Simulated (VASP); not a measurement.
A run of VASP 6.6.1 is set up as follows.

Contents of INCAR:

```
PREC = Accurate
ENCUT = 520
EDIFF = 1E-6
ISMEAR = 0
SIGMA = 0.05
LREAL = False
LASPH = True
NELM = 80
ALGO = Normal
ISIF = 2
LWAVE = False
LCHARG = False
GGA = PE
IVDW = 12
NBANDS = 15
```

Contents of KPOINTS:

```
Automatic mesh
0
Gamma
  6 6 4
```

File POSCAR:

```
MgI2
1.0
    4.1537001214      0.0000000000      0.0000000000
   -2.0768500607      3.5972098248      0.0000000000
    0.0000000000      0.0000000000      7.4109600000
Mg I
1 2
Direct
    0.0000000000      0.0000000000      0.0000000000
    0.3333333333      0.6666666667      0.7576300000
    0.6666666667      0.3333333333      0.2423700000
```

Potentials or basis: VASP PAW PBE potentials, release 64 (Mg, I).

Command:

```bash
$ cat potpaw_PBE.64/Mg/POTCAR potpaw_PBE.64/I/POTCAR > POTCAR
$ mpirun -np 1 vasp_std > vasp.out
```

Question: Predict the dispersion energy per atom.

Answer: -0.286 eV.

Question: What does it give for the largest force?

Answer: 0.524 eV/Å.

Forces on the atoms (eV/Å):
```
Mg   0.000  0.000  0.000
I    0.000  0.000  0.524
I    0.000  0.000 -0.524
```

Caveat: the cell differs from its parent crystal (strain +0.000 along x and y, +0.080 along z).
